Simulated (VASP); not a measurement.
HfS2, 3 atoms in the cell. The structure is trigonal, space group P-3m1 (No. 164). Conventional cell: a = 3.616 Å, b = 3.616 Å, c = 5.860 Å, α = 90.00°, β = 90.00°, γ = 120.00°. Hf (site symmetry -3m) has 6 S at 2.54 Å within 3.4 Å. S (site symmetry 3m) has 3 Hf at 2.54 Å within 3.4 Å. 

| Item | Value |
| --- | --- |
| Program | VASP 6.6.1 |
| Task | single point |
| Functional | PBE |
| Dispersion | D4 |
| Potentials or basis | VASP PAW PBE potentials, release 64 (Hf_pv, S) |
| Cutoff | 500 eV |
| k mesh | 12 × 12 × 4 |
| Occupations | fermi-dirac, width 0.02 eV |
| Spin | no spin polarisation |
| Dipole correction | no |
| Further INCAR settings | ALGO = Normal; EDIFF = 1e-06; NBANDS = 18 |

Potentials or basis: VASP PAW PBE potentials, release 64 (Hf_pv, S).

Launch:

```sh
$ cat potpaw_PBE.64/Hf_pv/POTCAR potpaw_PBE.64/S/POTCAR > POTCAR
$ mpirun -np 1 vasp_std > vasp.out
```

Hardware: 1 thread of Intel(R) Xeon(R) 6975P-C (Granite Rapids) (shared host).

Problem. How long does it take, and how much memory?

Solution. Wall time 35 s on 1 thread of Intel(R) Xeon(R) 6975P-C (Granite Rapids) (shared host), peak memory 0.22 GiB. Counts: scf iterations 14, k points 69.
